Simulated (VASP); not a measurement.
Input of a VASP 6.6.1 run:

INCAR

```
PREC     = Accurate       # precision mode
ENCUT    = 520            # plane-wave cutoff, eV
EDIFF    = 1E-6           # SCF threshold, eV
ISMEAR   = 0              # smearing method
SIGMA    = 0.05           # smearing width, eV
LREAL    = F              # projectors in reciprocal space
LASPH    = T              # aspherical terms in the spheres
NELM     = 80             # most SCF steps
ALGO     = Normal         # electronic algorithm
ISIF     = 2              # what is computed and relaxed
LWAVE    = F              # write WAVECAR
LCHARG   = F              # write CHGCAR
GGA      = PS             # functional
NBANDS   = 26             # bands
```

KPOINTS

```
Automatic mesh
0
Gamma
  8 8 8
```

File POSCAR:

```
AlN
1.0
   -3.1135599857      0.0000000000      0.0000000000
    0.0000000000      5.3928440876      0.0000000000
    1.5567799928     -2.6964220438     -4.9833504711
Al N
4 4
Direct
    1.0275078080      0.3337814449      0.9984886819
    0.5275078080      0.8337814449      0.9984886819
    0.2209808739      0.9147072369      0.4984886819
    0.7209808739      0.4147072369      0.4984886819
    0.7830061740      0.1441855807      0.6165124308
    0.2830061740      0.6441855807      0.6165124308
    0.0835062569      0.7223268502      0.1165124308
    0.5835062569      0.2223268502      0.1165124308
```

Potentials or basis: VASP PAW PBE potentials, release 64 (Al, N).

The run is started by

```sh
$ cat potpaw_PBE.64/Al/POTCAR potpaw_PBE.64/N/POTCAR > POTCAR
$ mpirun -np 1 vasp_std > vasp.out
```

**Question.** Predict the largest force.

**Answer.** 0.538 eV/Å.

**Question.** Estimate the band gap on the k mesh.

**Answer.** 4.02 eV.

Forces in eV/Å, atoms in the order of the input:
```
Al   0.472 -0.252  0.059
Al   0.472 -0.252  0.059
Al  -0.472  0.252  0.059
Al  -0.472  0.252  0.059
N   -0.227 -0.307 -0.059
N   -0.227 -0.307 -0.059
N    0.227  0.307 -0.059
N    0.227  0.307 -0.059
```

Caveat: the cell differs from its parent crystal (atoms displaced along a vibrational mode); the PAW data sets were made with another functional, which shifts forces and pressure a little. A k mesh can miss the band edges.
